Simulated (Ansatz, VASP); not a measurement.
# ZnS in VASP and in Ansatz

POSCAR

```
ZnS
1.0
    0.0000000000      2.6940858315      2.5863223983
    2.6940858315      0.0000000000      2.5863223983
    2.6940858315      2.6940858315      0.0000000000
Zn S
1 1
Direct
    0.0000000000      0.0000000000      0.0000000000
    0.2500000000      0.2500000000      0.2500000000
```

The input INCAR.step1:

```
SYSTEM = ZnS
PREC = Accurate
ENCUT = 520
EDIFF = 1E-5
ISMEAR = 0
SIGMA = 0.01
LREAL = .FALSE.
LASPH = .TRUE.
NELM = 60
ALGO = Normal
ISIF = 2
LWAVE = .TRUE.
LCHARG = .FALSE.
NBANDS = 16
GGA = PE
```

The input INCAR.step2:

```
SYSTEM = ZnS
PREC = Accurate
ENCUT = 520
EDIFF = 1E-7
ISMEAR = 0
SIGMA = 0.01
LREAL = .FALSE.
LASPH = .TRUE.
NELM = 60
ALGO = Normal
ISIF = 2
LWAVE = .FALSE.
LCHARG = .FALSE.
GGA = PE
LHFCALC = .TRUE.
HFSCREEN = 0.2079
PRECFOCK = Normal
NBANDS = 16
ISTART = 1
```

Contents of KPOINTS:

```
regular mesh
0
G
  6 6 6
  0 0 0
```

Input for Ansatz:

```yaml
crystal:
  lattice:
    - [0.0, 2.6940858315, 2.5863223983]
    - [2.6940858315, 0.0, 2.5863223983]
    - [2.6940858315, 2.6940858315, 0.0]
  atoms:
    - { symbol: Zn, position: [0.0, 0.0, 0.0] }
    - { symbol: S, position: [0.25, 0.25, 0.25] }
kpoints:
  mp_grid: { grid: [6, 6, 6] }
  band_path:
    path:
      - [0.0, 0.0, 0.0]
      - [-0.5, -0.5, 0.0]
      - [-0.375, -0.375, 0.25]
      - [-0.375, 0.0, 0.375]
      - [0.0, 0.0, 0.5]
      - [-0.5, -0.25, 0.25]
    npoints: 1
hamiltonian:
  xc: hse06
scf:
  occupations: { method: fixed }
  n_extra_bands: 4
output:
  forces: true
  stress: true
  eigenvalues: true
```

Change from the starting cell: uniaxial_z strain -4.0%.

Alike in both runs: task single point; functional HSE06; k mesh 6 × 6 × 6; no spin polarisation.

|  | VASP | Ansatz |
| --- | --- | --- |
| version | VASP 6.6.1 | Ansatz 0.2.0 |
| potentials or method | VASP PAW PBE potentials, release 64 (Zn, S) | plane waves, PAW |
| plane-wave cutoff (eV) | 520 | 420 |
| occupations | gaussian, width 0.01 eV | fixed |
| valence electrons in the cell | 18 | 18 |

Ansatz gave:

| Quantity | Value |
| --- | --- |
| gap on the k mesh at the Fermi level (eV) | 3.47 |
| pressure (GPa) | 5.2 |
| traceless stress, the component that is largest in VASP (GPa) | 0.98 |

Which values does VASP return?

gap on the k mesh at the Fermi level (eV): 3.47; pressure (GPa): 5.2; traceless stress, the component that is largest in VASP (GPa): 0.99.

Ansatz's warnings: stress exchange threshold loose, stress scf threshold loose.
